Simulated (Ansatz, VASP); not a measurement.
**Na in VASP and in Ansatz**

```
CELL_PARAMETERS angstrom
3.48898 0.00000 0.00000
0.00000 3.48898 0.00000
0.00000 0.00000 3.48898
ATOMIC_POSITIONS crystal
Na 0.00000 0.00000 0.00000
```

Alike in both runs: functional RPBE; k mesh 9 × 9 × 9; occupations fermi-dirac, width 0.1 eV; no spin polarisation.

Ansatz relaxed the structure, and its values are those at the end. VASP's run is a single point on that final structure, the one shown.

```csv
,VASP,Ansatz
version,VASP 6.6.1,Ansatz 0.2.0
potentials or method,"VASP PAW PBE potentials, release 64 (Na_pv), cutoff 520 eV","plane waves (420 eV) with PAW, scalar-relativistic"
valence electrons in the cell,7,9
```

|  | VASP | Ansatz | Ansatz less VASP |
| --- | --- | --- | --- |
| pressure (GPa) | 0.1 | 0.0 | -0.05 |

VASP's potentials were made for PBE, not for RPBE. VASP's potentials hold 7 valence electrons a cell and Ansatz's 9, so a difference there can come from the potentials and not from the codes.
